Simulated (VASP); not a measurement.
Here is a VASP 6.6.1 calculation.

INCAR

```
SYSTEM = ZrH5
  PREC = Accurate
  ENCUT = 600
  EDIFF = 1E-6
  ISMEAR = 0
  SIGMA = 0.1
  LREAL = .False.
  LASPH = .True.
  NELM = 100
  ALGO = Normal
  ISIF = 3
  LWAVE = .False.
  LCHARG = .False.
  GGA = PE
  IBRION = 2
  NSW = 100
  EDIFFG = -0.01
```

The input KPOINTS:

```
Automatic mesh
0
Gamma
  12 12 12
  0 0 0
```

File POSCAR:

```
ZrH5
1.0
    0.0000000000      2.6373383535      2.6373383535
    2.6373383535      0.0000000000      2.6373383535
    2.6373383535      2.6373383535      0.0000000000
Zr H
1 5
Direct
    0.5000000000      0.5000000000      0.5000000000
    0.2500000000      0.2500000000      0.2500000000
    0.1165298232      0.6504105305      0.1165298232
    0.1165298232      0.1165298232      0.1165298232
    0.6504105305      0.1165298232      0.1165298232
    0.1165298232      0.1165298232      0.6504105305
```

Potentials or basis: VASP PAW PBE potentials, release 64 (Zr_sv, H).

Command:

```console
$ cat potpaw_PBE.64/Zr_sv/POTCAR potpaw_PBE.64/H/POTCAR > POTCAR
$ mpirun -np 1 vasp_std > vasp.out
```

**Question.** Estimate the space group after relaxing (to 0.1 Å).

**Answer.** F-43m (No. 216).

**Question.** What does it give for the relaxed volume?

**Answer.** 6.11 Å³/atom.

**Question.** Estimate the relaxed cell.

**Answer.** a = 3.729 Å, b = 3.729 Å, c = 3.729 Å, α = 60.00°, β = 60.00°, γ = 60.00°.

Final structure:
```
Zr H
1.0
     0.00000    2.63692    2.63692
     2.63692    0.00000    2.63692
     2.63692    2.63692    0.00000
Zr H
1 5
Direct
  0.50000 0.50000 0.50000
  0.25000 0.25000 0.25000
  0.11662 0.65014 0.11662
  0.11662 0.11662 0.11662
  0.65014 0.11662 0.11662
  0.11662 0.11662 0.65014
```
